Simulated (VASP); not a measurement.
A run of VASP 6.6.1 is set up as follows.

Contents of INCAR:

```
SYSTEM = Co2Ru
PREC = Accurate
ENCUT = 520
EDIFF = 1E-6
ISMEAR = 0
SIGMA = 0.1
LREAL = .False.
LASPH = .True.
NELM = 150
ALGO = Normal
ISIF = 2
LWAVE = .False.
LCHARG = .False.
ISPIN = 2
MAGMOM = 3 3 0
LORBIT = 11
LMAXMIX = 4
GGA = PE
NBANDS = 27
```

File KPOINTS:

```
regular mesh
0
Gamma
  6 6 6
  0 0 0
```

Contents of POSCAR:

```
Co2Ru
1.0
    0.0000000000      2.5285329049      2.5285329049
    2.5285329049      0.0000000000      2.5285329049
    2.5285329049      2.5285329049      0.0000000000
Co Ru
2 1
Direct
    0.2500000000      0.2500000000      0.2500000000
    0.7500000000      0.7500000000      0.7500000000
    0.0000000000      0.0000000000      0.0000000000
```

Potentials or basis: VASP PAW PBE potentials, release 64 (Co, Ru_pv).

Command:

```sh
$ cat potpaw_PBE.64/Co/POTCAR potpaw_PBE.64/Ru_pv/POTCAR > POTCAR
$ mpirun -np 1 vasp_std > vasp.out
```

Estimate the net moment.

1.53 μB per cell.

Predict the site moments.

Co +0.58; Ru +0.36 μB.

Predict the pressure.

94.2 GPa.

Caveat: the cell stands under pressure; an empty level that is flat over the whole mesh can mark a ghost state of the potentials, or a narrow d or f band.
